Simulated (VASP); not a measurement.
# Cu (Fm-3m) in VASP: a series of runs

Runs on Cu. Level: r2SCAN+rVV10. Tasks: single point.

All numbers are computed with VASP 6.6.1; they aren't measurements. Logs are shortened: lines on timing, memory, paths and dates and some standing lists are left out, and cuts for length are marked.

## (1) The cell of the first run

The structure is cubic, space group Fm-3m (No. 225). Conventional cell: a = 3.639 Å, b = 3.639 Å, c = 3.639 Å, α = 90.00°, β = 90.00°, γ = 90.00°. Within 3.4 Å of Cu (site symmetry m-3m) lie 12 Cu at 2.57 Å.

## (2) Single point, r2SCAN+rVV10

Contents of POSCAR:

```
Cu
1.0
    0.0000000000      1.8194705475      1.8194705475
    1.8194705475      0.0000000000      1.8194705475
    1.8194705475      1.8194705475      0.0000000000
Cu
1
Direct
    0.0000000000      0.0000000000      0.0000000000
```

Contents of INCAR.step1:

```
SYSTEM = Cu
PREC = Accurate
ENCUT = 520
ISMEAR = -1
SIGMA = 0.05
LREAL = .FALSE.
LASPH = .TRUE.
NELM = 80
NBANDS = 12
GGA = PE
ALGO = Normal
EDIFF = 1E-4
LWAVE = .TRUE.
LCHARG = .FALSE.
```

Contents of INCAR.step2:

```
SYSTEM = Cu
PREC = Accurate
ENCUT = 520
EDIFF = 1E-7
ISMEAR = -1
SIGMA = 0.05
LREAL = .FALSE.
LASPH = .TRUE.
NELM = 80
ALGO = Normal
ISIF = 2
LWAVE = .FALSE.
LCHARG = .FALSE.
METAGGA = R2SCAN
LMIXTAU = .TRUE.
LUSE_VDW = .TRUE.
IVDW_NL = 2
BPARAM = 11.95
CPARAM = 0.0093
NBANDS = 12
ISTART = 1
```

Contents of KPOINTS:

```
Automatic mesh
0
G
  13 13 13
  0 0 0
```

Potentials or basis: VASP PAW PBE potentials, release 64 (Cu).

Run with:

```sh
$ cat potpaw_PBE.64/Cu/POTCAR > POTCAR
$ cp INCAR.step1 INCAR
$ mpirun -np 1 vasp_std > vasp.out
$ cp INCAR.step2 INCAR
$ mpirun -np 1 vasp_std > vasp.out
```

OUTCAR:

```text
SYSTEM = Cu
   PREC = Accurate
   ENCUT = 520
   EDIFF = 1E-7
   ISMEAR = -1
   LREAL = .FALSE.
   LASPH = .TRUE.
   NELM = 80
   ISIF = 2
   METAGGA = R2SCAN
   IVDW_NL = 2
   BPARAM = 11.95
   ISTART = 1

 ion  position               nearest neighbor table
   1  0.000  0.000  0.000-

  LATTYP: Found a face centered cubic cell.
 ALAT       =     3.6389410950

  Lattice vectors:

 A1 = (   0.0000000000,   1.8194705475,   1.8194705475)
 A2 = (   1.8194705475,   0.0000000000,   1.8194705475)
 A3 = (   1.8194705475,   1.8194705475,   0.0000000000)

Analysis of symmetry for initial positions (statically):
=====================================================================
 Subroutine PRICEL returns:
 Original cell was already a primitive cell.

 Routine SETGRP: Setting up the symmetry group for a
 face centered cubic supercell.

 Subroutine GETGRP returns: Found 48 space group operations
[... 9 lines left out ...]

 Routine SETGRP: Setting up the symmetry group for a
 face centered cubic supercell.

 Subroutine GETGRP returns: Found 48 space group operations
[... 11 lines left out ...]
                                     Primitive cell

  volume of cell :      12.0466

  direct lattice vectors                    reciprocal lattice vectors
     0.000000000  1.819470547  1.819470547    -0.274805218  0.274805218  0.274805218
     1.819470547  0.000000000  1.819470547     0.274805218 -0.274805218  0.274805218
     1.819470547  1.819470547  0.000000000     0.274805218  0.274805218 -0.274805218

  length of vectors
     2.573119925  2.573119925  2.573119925     0.475976599  0.475976599  0.475976599

  position of ions in fractional coordinates (direct lattice)
     0.000000000  0.000000000  0.000000000

  ion indices of the primitive-cell ions
   primitive index   ion index
                 1           1

----------------------------------------------------------------------------------------

 KPOINTS: Automatic mesh

Automatic generation of k-mesh.
 Grid dimensions read from file:
 generate k-points for:   13   13   13

 Generating k-lattice:

  Cartesian coordinates                     Fractional coordinates (reciprocal lattice)
    -0.021138863  0.021138863  0.021138863     0.076923077  0.000000000  0.000000000
     0.021138863 -0.021138863  0.021138863     0.000000000  0.076923077  0.000000000
     0.021138863  0.021138863 -0.021138863     0.000000000  0.000000000  0.076923077

[... 54 lines left out ...]
   ENCUT  =  520.0 eV  38.22 Ry    6.18 a.u.   4.78  4.78  4.78*2*pi/ulx,y,z
   NELM   =     80;   NELMIN=  2; NELMDL=  0     # of ELM steps
   EDIFF  = 0.1E-06   stopping-criterion for ELM
   LREAL  =      F    real-space projection
   EDIFFG = 0.1E-05   stopping-criterion for IOM
   NSW    =      0    number of steps for IOM
   IBRION =     -1    ionic relax: 0-MD 1-quasi-New 2-CG
   NFREE  =      0    steps in history (QN), initial steepest desc. (CG)
   ISIF   =      2    stress and relaxation
   ISYM   =      2    0-nonsym 1-usesym 2-fastsym
   POTIM  = 0.5000    time-step for ionic-motion
   TEBEG  =    0.0;   TEEND  =   0.0 temperature during run
   PSTRESS=    0.0 pullay stress
   NELECT =      11.0000    total number of electrons
   NUPDOWN=      -1.0000    fix difference up-down
   EMIN   =  10.00;   EMAX   =-10.00  energy-range for DOS
   EFERMI =   0.00;   METHOD = LEGACY
   ISMEAR =    -1;   SIGMA  =   0.05  broadening in eV -4-tet -1-fermi 0-gaus
   EFERMI_NEDOS =   21; number of points for ismear=-14 and -15
   IALGO  =     38    algorithm
   IMIX   =      4    mixing-type and parameters
     AMIX     =   0.40;   BMIX     =  1.00
     AMIX_MAG =   1.60;   BMIX_MAG =  1.00
  volume/ion in A,a.u.               =      12.05        81.29
  Fermi-wavevector in a.u.,A,eV,Ry     =   1.588245  3.001347 34.320977  2.522521
  Thomas-Fermi vector in A             =   2.687278
   LORBIT       =      0    0 simple, 1 ext, 2 COOP (PROOUT), +10 PAW based schemes
   METAGGA = R2SCAN    functional components
   LHFCALC =     F    Hartree Fock is set to
   AEXX    =    0.0000 exact exchange contribution
   IVDW_NL    =     2    kernel type
   BPARAM     =11.9500
   IVDW    =     0    specifies the selected vdW correction
   LEPSILON=     F    determine dielectric tensor
   LRPA    =     F    only Hartree local field effects (RPA)
 non-spin polarized calculation
  energy-cutoff  :      520.00
  volume of cell :       12.05
 maximum number of plane-waves:       334
   NGX =  9   NGY =  9   NGZ =  9

 number of electron      10.9999995 magnetization

 Free energy of the ion-electron system (eV)
  ---------------------------------------------------
  ext. energy  EPLUGINS =         0.00000000
  ---------------------------------------------------
  free energy    TOTEN  =       -10.52013281 eV

  energy without entropy =      -10.51739807  energy(sigma->0) =      -10.51876544

 E-fermi :   7.3118     XC(G=0): -13.6411

 val. band max:        7.1119553367   @ k =   0.4615   0.2308   0.0000
 cond. band min:       7.3343086637   @ k =   0.4615   0.3077   0.0000
 fundamental gap:      0.2223533269
 Fermi energy:         7.3117987504

 k-point     1 :       0.0000    0.0000    0.0000
  band No.  band energies     occupation
      1      -2.3895      2.00000
      2       4.0648      2.00000
      3       4.0649      2.00000
      4       4.0649      2.00000
      5       4.8540      2.00000
      6       4.8540      2.00000
      7      30.3436      0.00000
      8      33.2184      0.00000
      9      33.2184      0.00000
     10      33.2187      0.00000
     11      35.5826      0.00000
     12      35.5826      0.00000
[... 331 lines left out ...]
 k-point    24 :       0.4615    0.1538    0.0000
  band No.  band energies     occupation
      1       2.2644      2.00000
      2       3.6910      2.00000
      3       4.0703      2.00000
      4       4.3248      2.00000
      5       5.4407      2.00000
      6       6.7807      1.99995
      7      13.3969      0.00000
      8      24.4849      0.00000
      9      25.9347      0.00000
     10      28.1211      0.00000
     11      38.1426      0.00000
     12      38.2700      0.00000

 [... further k-points ...]
[... 5 lines left out ...]
  --------------------------------------------------------------------------------------
  -------------------------------------------------------------------------------------
  Total       -0.6476455     -0.6476455     -0.6476455     -0.0000000      0.0000000      0.0000000
  in kB      -86.1356274    -86.1356274    -86.1356274     -0.0000000      0.0000000      0.0000000
  external PRESSURE =     -86.1356274 kB  Pullay stress =       0.0000000 kB

 VOLUME and BASIS-vectors are now :
 -----------------------------------------------------------------------------
  energy-cutoff  :      520.00
  volume of cell :       12.05
      direct lattice vectors                 reciprocal lattice vectors
     0.000000000  1.819470547  1.819470547    -0.274805218  0.274805218  0.274805218
     1.819470547  0.000000000  1.819470547     0.274805218 -0.274805218  0.274805218
     1.819470547  1.819470547  0.000000000     0.274805218  0.274805218 -0.274805218

 POSITION                                       TOTAL-FORCE (eV/Angst)
 -----------------------------------------------------------------------------------
      0.00000      0.00000      0.00000         0.000000      0.000000      0.000000
 -----------------------------------------------------------------------------------
    total drift:                               -0.000000     -0.000000     -0.000000

  FREE ENERGIE OF THE ION-ELECTRON SYSTEM (eV)
  ---------------------------------------------------
  free  energy   TOTEN  =       -10.5201328093 eV

  energy  without entropy=      -10.5173980704  energy(sigma->0) =      -10.51876544
```

Wall time 98 s (1 thread of AMD EPYC 7R13, shared host); peak memory 0.15 GiB.

Results:

| Item | Value |
| --- | --- |
| Free energy | -10.5201 eV |
| Pressure | -8.6 GPa |

Levels at points of the mesh, in eV from the Fermi level:
```
           k point  band 4  band 5  band 6  band 7  band 8  band 9
(0.00, 0.00, 0.00)   -3.25   -2.46   -2.46   23.03   25.91   25.91
```

Caveat: the PAW data sets were made with another functional, which shifts forces and pressure a little.

## (3) Single point, r2SCAN+rVV10

This run uses another cell than the first one, of 12.28 Å³/atom, 1.020 times its volume.

Contents of POSCAR:

```
Cu
1.0
    0.0000000000      1.8312856224      1.8312856224
    1.8312856224      0.0000000000      1.8312856224
    1.8312856224      1.8312856224      0.0000000000
Cu
1
Direct
    0.0000000000      0.0000000000      0.0000000000
```

Contents of INCAR.step1:

```
SYSTEM = Cu
PREC = Accurate
ENCUT = 520
ISMEAR = -1
SIGMA = 0.05
LREAL = .False.
LASPH = .True.
NELM = 100
NBANDS = 12
GGA = PE
ALGO = Normal
EDIFF = 1E-4
LWAVE = .True.
LCHARG = .False.
```

Contents of INCAR.step2:

```
SYSTEM = Cu
PREC = Accurate
ENCUT = 520
EDIFF = 1E-6
ISMEAR = -1
SIGMA = 0.05
LREAL = .False.
LASPH = .True.
NELM = 100
ALGO = Normal
ISIF = 2
LWAVE = .False.
LCHARG = .True.
METAGGA = R2SCAN
LMIXTAU = .True.
LUSE_VDW = .True.
IVDW_NL = 2
BPARAM = 11.95
CPARAM = 0.0093
LELF = .True.
LVHAR = .True.
NBANDS = 12
ISTART = 1
```

Contents of KPOINTS:

```
Automatic mesh
0
Gamma
  13 13 13
  0 0 0
```

Potentials or basis: VASP PAW PBE potentials, release 64 (Cu).

Run with:

```sh
$ cat potpaw_PBE.64/Cu/POTCAR > POTCAR
$ cp INCAR.step1 INCAR
$ mpirun -np 1 vasp_std > vasp.out
$ cp INCAR.step2 INCAR
$ mpirun -np 1 vasp_std > vasp.out
```

Run time: 96 s. Hardware: 1 thread of AMD EPYC 7R13, shared host; peak memory 0.15 GiB.

The run converged. Its results:

* Free energy: -10.5060 eV
* Pressure: -11.0 GPa

Levels at points of the mesh, in eV from the Fermi level:
```tsv
k point	band 3	band 4	band 5	band 6	band 7	band 8	band 9	band 10
(0.00, 0.00, 0.00)	-3.18	-3.18	-2.42	-2.42	22.87	25.60	25.60	25.60
```

Caveat: the PAW data sets were made with another functional, which shifts forces and pressure a little.
